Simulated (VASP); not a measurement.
# Nb (I4_1/amd) in VASP: relaxation of cell and atoms with PBE

Aim: the relaxation of cell and atoms of Nb with PBE.

Program: VASP 6.6.1. These are calculated values, not measurements. Logs are shortened: lines on timing, memory, paths and dates and some standing lists are left out, and cuts for length are marked.

**1. The cell of the first run**

Symmetry: I4_1/amd, No. 141, tetragonal system. The conventional cell has a = 4.765 Å, b = 4.765 Å, c = 2.652 Å, α = 90.00°, β = 90.00°, γ = 90.00°. Within 3.3 Å of Nb (site symmetry -4m2) lie 10 Nb at 2.47 to 3.10 Å.

**2. Relaxation of cell and atoms, PBE, target pressure 55 GPa, at which the enthalpy is minimised**

Contents of INCAR:

```
SYSTEM = Nb
  ALGO = Normal
  EDIFF = 1E-7
  EDIFFG = -0.005
  ENCUT = 600
  GGA = PE
  IBRION = 2
  ISIF = 3
  ISMEAR = -1
  LASPH = .TRUE.
  LCHARG = .FALSE.
  LREAL = .FALSE.
  LWAVE = .FALSE.
  NELM = 100
  NSW = 32
  PREC = Accurate
  PSTRESS = 550.0
  SIGMA = 0.05
```

Contents of KPOINTS:

```
k-points
0
G
  17 17 17
  0 0 0
```

Contents of POSCAR:

```
Nb
1.0
   -2.3824823322      2.3824823322      1.3260024298
    2.3824823322     -2.3824823322      1.3260024298
    2.3824823322      2.3824823322     -1.3260024298
Nb
2
Direct
   -0.3750000000     -0.1250000000     -0.2500000000
    0.3750000000      0.1250000000      0.2500000000
```

Potentials or basis: VASP PAW PBE potentials, release 64 (Nb_sv).

On the command line:

```bash
cat potpaw_PBE.64/Nb_sv/POTCAR > POTCAR
mpirun -np 1 vasp_std > vasp.out
```

OUTCAR:

```text
SYSTEM = Nb
   EDIFF = 1E-7
   EDIFFG = -0.005
   ENCUT = 600
   GGA = PE
   IBRION = 2
   ISIF = 3
   ISMEAR = -1
   LASPH = .TRUE.
   LREAL = .FALSE.
   NELM = 100
   NSW = 32
   PREC = Accurate
   PSTRESS = 550.0

 ion  position               nearest neighbor table
   1  0.625  0.875  0.750-   2 2.47   2 2.47   2 2.47   2 2.47
   2  0.375  0.125  0.250-   1 2.47   1 2.47   1 2.47   1 2.47

  LATTYP: Found a body centered tetragonal cell.
 ALAT       =     4.7649646644
 C/A-ratio  =     0.5565633843

  Lattice vectors:

 A1 = (  -2.3824823322,   2.3824823322,   1.3260024298)
 A2 = (   2.3824823322,  -2.3824823322,   1.3260024298)
 A3 = (   2.3824823322,   2.3824823322,  -1.3260024298)

Analysis of symmetry for initial positions (statically):
=====================================================================
 Subroutine PRICEL returns:
 Original cell was already a primitive cell.

 Routine SETGRP: Setting up the symmetry group for a
 body centered tetragonal supercell.

 Subroutine GETGRP returns: Found 16 space group operations
 (whereof  4 operations were pure point group operations)
 out of a pool of 16 trial point group operations.

The static configuration has the point symmetry C_2h.
 The point group associated with its full space group is D_4h.

Analysis of symmetry for dynamics (positions and initial velocities):
=====================================================================
 Subroutine PRICEL returns:
 Original cell was already a primitive cell.

 Routine SETGRP: Setting up the symmetry group for a
 body centered tetragonal supercell.

 Subroutine GETGRP returns: Found 16 space group operations
 (whereof  4 operations were pure point group operations)
 out of a pool of 16 trial point group operations.

The dynamic configuration has the point symmetry C_2h.
 The point group associated with its full space group is D_4h.

 Subroutine INISYM returns: Found 16 space group operations
 (whereof  4 operations are pure point group operations),
 and found     1 'primitive' translations

----------------------------------------------------------------------------------------

                                     Primitive cell

  volume of cell :      30.1067

  direct lattice vectors                    reciprocal lattice vectors
    -2.382482332  2.382482332  1.326002430     0.000000000  0.209865145  0.377073216
     2.382482332 -2.382482332  1.326002430     0.209865145  0.000000000  0.377073216
     2.382482332  2.382482332 -1.326002430     0.209865145  0.209865145  0.000000000

  length of vectors
     3.620873730  3.620873730  3.620873730     0.431540947  0.431540947  0.296794134

  position of ions in fractional coordinates (direct lattice)
     0.625000000  0.875000000  0.750000000
     0.375000000  0.125000000  0.250000000

  ion indices of the primitive-cell ions
   primitive index   ion index
                 1           1
                 2           2

----------------------------------------------------------------------------------------

 KPOINTS: k-points

Automatic generation of k-mesh.
 Grid dimensions read from file:
 generate k-points for:   17   17   17

 Generating k-lattice:

  Cartesian coordinates                     Fractional coordinates (reciprocal lattice)
     0.000000000  0.012345009  0.022180777     0.058823529  0.000000000  0.000000000
     0.012345009  0.000000000  0.022180777     0.000000000  0.058823529  0.000000000
     0.012345009  0.012345009  0.000000000     0.000000000  0.000000000  0.058823529

  Length of vectors
     0.025384762  0.025384762  0.017458478

  Shift w.r.t. Gamma in fractional coordinates (k-lattice)
     0.000000000  0.000000000  0.000000000

 Subroutine IBZKPT returns following result:
 ===========================================

 Found    405 irreducible k-points:

 Following reciprocal coordinates:
            Coordinates               Weight
  0.000000  0.000000  0.000000      1.000000
  0.058824  0.000000 -0.000000      8.000000
  0.117647  0.000000  0.000000      8.000000
  0.176471  0.000000  0.000000      8.000000
  0.235294  0.000000  0.000000      8.000000
  0.294118  0.000000  0.000000      8.000000
[... 16 lines left out ...]
 -0.176471  0.058824 -0.000000     16.000000
 -0.117647  0.058824  0.000000     16.000000
 [... further k-points ...]
   k-points           NKPTS =    405   k-points in BZ     NKDIM =    405   number of bands    NBANDS=     17
   number of dos      NEDOS =    301   number of ions     NIONS =      2
   total plane-waves  NPLWV =  27000
   dimension x,y,z NGX =    30 NGY =   30 NGZ =   30
   dimension x,y,z NGXF=    60 NGYF=   60 NGZF=   60
   ions per type =               2
   NGX,Y,Z   is equivalent  to a cutoff of  13.77, 13.77, 13.77 a.u.
   NGXF,Y,Z  is equivalent  to a cutoff of  27.55, 27.55, 27.55 a.u.
 SYSTEM =  Nb
   PREC   = accura    normal or accurate (medium, high low for compatibility)
   ISTART =      0    job   : 0-new  1-cont  2-samecut
   ICHARG =      2    charge: 1-file 2-atom 10-const
   ISPIN  =      1    spin polarized calculation?
   LNONCOLLINEAR =      F non collinear calculations
   LSORBIT =      F    spin-orbit coupling
   LASPH  =      T    aspherical Exc in radial PAW
   ENCUT  =  600.0 eV  44.10 Ry    6.64 a.u.   7.23  7.23  7.23*2*pi/ulx,y,z
   NELM   =    100;   NELMIN=  2; NELMDL= -5     # of ELM steps
   EDIFF  = 0.1E-06   stopping-criterion for ELM
   LREAL  =      F    real-space projection
   EDIFFG = -.5E-02   stopping-criterion for IOM
   NSW    =     32    number of steps for IOM
   IBRION =      2    ionic relax: 0-MD 1-quasi-New 2-CG
   NFREE  =      1    steps in history (QN), initial steepest desc. (CG)
   ISIF   =      3    stress and relaxation
   ISYM   =      2    0-nonsym 1-usesym 2-fastsym
   POTIM  = 0.5000    time-step for ionic-motion
   TEBEG  =    0.0;   TEEND  =   0.0 temperature during run
   PSTRESS=  550.0 pullay stress
   NELECT =      26.0000    total number of electrons
   NUPDOWN=      -1.0000    fix difference up-down
   EMIN   =  10.00;   EMAX   =-10.00  energy-range for DOS
   EFERMI =   0.00;   METHOD = LEGACY
   ISMEAR =    -1;   SIGMA  =   0.05  broadening in eV -4-tet -1-fermi 0-gaus
   EFERMI_NEDOS =   21; number of points for ismear=-14 and -15
   IALGO  =     38    algorithm
   IMIX   =      4    mixing-type and parameters
     AMIX     =   0.40;   BMIX     =  1.00
     AMIX_MAG =   1.60;   BMIX_MAG =  1.00
  volume/ion in A,a.u.               =      15.05       101.59
  Fermi-wavevector in a.u.,A,eV,Ry     =   1.558995  2.946073 33.068489  2.430465
  Thomas-Fermi vector in A             =   2.662418
   LORBIT       =      0    0 simple, 1 ext, 2 COOP (PROOUT), +10 PAW based schemes
   GGA     = PE    functional components
   LHFCALC =     F    Hartree Fock is set to
   AEXX    =    0.0000 exact exchange contribution
   IVDW    =     0    specifies the selected vdW correction
   LEPSILON=     F    determine dielectric tensor
   LRPA    =     F    only Hartree local field effects (RPA)
 conjugate gradient relaxation of ions
 non-spin polarized calculation
  energy-cutoff  :      600.00
  volume of cell :       30.11
 maximum number of plane-waves:      1029
 NGX is ok and might be reduce to    30
   NGX = 15   NGY = 15   NGZ = 15

--------------------------------------- Ionic step        1  -------------------------------------------

 number of electron      26.0000001 magnetization

 Free energy of the ion-electron system (eV)
  ---------------------------------------------------
  ext. energy  EPLUGINS =         0.00000000
  ---------------------------------------------------
  free energy    TOTEN  =       -18.07836056 eV

  energy without entropy =      -18.06417080  energy(sigma->0) =      -18.07126568

------------------------ aborting loop because EDIFF is reached ----------------------------------------

  FORCE on cell =-STRESS in cart. coord.  units (eV):
  Direction    XX          YY          ZZ          XY          YZ          ZX
  --------------------------------------------------------------------------------------
  -------------------------------------------------------------------------------------
  Total       10.3276874     10.3276874     10.2882134      0.0000000     -0.0000000     -0.0000000
  in kB      549.6041158    549.6041158    547.5034472      0.0000000     -0.0000000     -0.0000000
  external PRESSURE =      -1.0961071 kB  Pullay stress =     550.0000000 kB
[... 137 lines left out ...]
  enthalpy is  TOTEN    =        -7.7432453073 eV   P V=       10.3328810297

--------------------------------------- Ionic step        5  -------------------------------------------

 number of electron      26.0000001 magnetization

 Free energy of the ion-electron system (eV)
  ---------------------------------------------------
  ext. energy  EPLUGINS =         0.00000000
  ---------------------------------------------------
  free energy    TOTEN  =       -18.07515325 eV

  energy without entropy =      -18.06093717  energy(sigma->0) =      -18.06804521

 E-fermi :  14.4327     XC(G=0): -13.3875

 val. band max:       14.4312926386   @ k =  -0.4118  -0.4118   0.2353
 cond. band min:      14.4351845223   @ k =   0.1176   0.0588   0.0000
 fundamental gap:      0.0038918836
 Fermi energy:        14.4326761901

 k-point     1 :       0.0000    0.0000    0.0000
  band No.  band energies     occupation
      1     -40.6272      2.00000
      2     -39.5777      2.00000
      3     -17.5260      2.00000
      4     -17.5260      2.00000
      5     -15.3266      2.00000
      6     -15.2909      2.00000
[... 9 lines left out ...]
     16      17.0413      0.00000
     17      17.0413      0.00000
[... 443 lines left out ...]
      1     -40.5944      2.00000
      2     -39.5956      2.00000
      3     -17.5150      2.00000
      4     -17.4405      2.00000
      5     -15.4518      2.00000
      6     -15.3592      2.00000
[... 9 lines left out ...]
     16      17.8588      0.00000
     17      17.9188      0.00000

 [... further k-points ...]
[... 5 lines left out ...]
  --------------------------------------------------------------------------------------
  -------------------------------------------------------------------------------------
  Total       10.3309007     10.3309007     10.3315764      0.0000000      0.0000000      0.0000000
  in kB      549.9464500    549.9464500    549.9824242      0.0000000      0.0000000      0.0000000
  external PRESSURE =      -0.0415586 kB  Pullay stress =     550.0000000 kB
[... 17 lines left out ...]
  FREE ENERGIE OF THE ION-ELECTRON SYSTEM (eV)
  ---------------------------------------------------
  free  energy   TOTEN  =       -18.0751532532 eV

  energy  without entropy=      -18.0609371697  energy(sigma->0) =      -18.06804521

  enthalpy is  TOTEN    =        -7.7432466379 eV   P V=       10.3319066153

 reached required accuracy - stopping structural energy minimisation
```

It took 7.4 min on 1 thread of AMD EPYC 9R45 (Zen 5), shared host; peak memory 0.31 GiB.

Results:

| Property | Result |
| --- | --- |
| Free energy | -18.0752 eV |
| Relaxed volume | 15.05 Å³/atom |
| Relaxed cell | a = 3.621 Å, b = 3.621 Å, c = 3.621 Å, α = 97.70°, β = 97.70°, γ = 137.06° |
| Space group after relaxing (to 0.1 Å) | I4_1/amd (No. 141) |
| Energy change on relaxing (the run minimises the enthalpy) | +1.6 meV/atom |
| Ionic steps | 5 |
| Pressure after relaxing | 55.0 GPa |
| Band gap on the k mesh | zero (bands 13 and 14 overlap by 1.65 eV) |

Step by step:
```tsv
step	energy change (eV)	largest force (eV/Å)	pressure (GPa)	volume (Å³)
1	0.0000	0.0000	54.89	30.11
2	0.0154	0.0000	55.39	30.06
3	0.0049	0.0000	55.05	30.09
4	0.0022	0.0000	54.97	30.10
5	0.0032	0.0000	55.00	30.10
```

Final structure:
```
CELL_PARAMETERS angstrom
-2.38280 2.38280 1.32524
2.38280 -2.38280 1.32524
2.38280 2.38280 -1.32524
ATOMIC_POSITIONS crystal
Nb 0.62500 0.87500 0.75000
Nb 0.37500 0.12500 0.25000
```

Levels at points of the mesh, in eV from the Fermi level:
```tsv
k point	band 11	band 12	band 13	band 14	band 15	band 16
(0.00, 0.00, 0.00)	-3.52	-2.72	-1.84	2.45	2.45	2.61
```

Caveat: the cell is relaxed towards a set pressure, so the run minimises the enthalpy, not the energy.
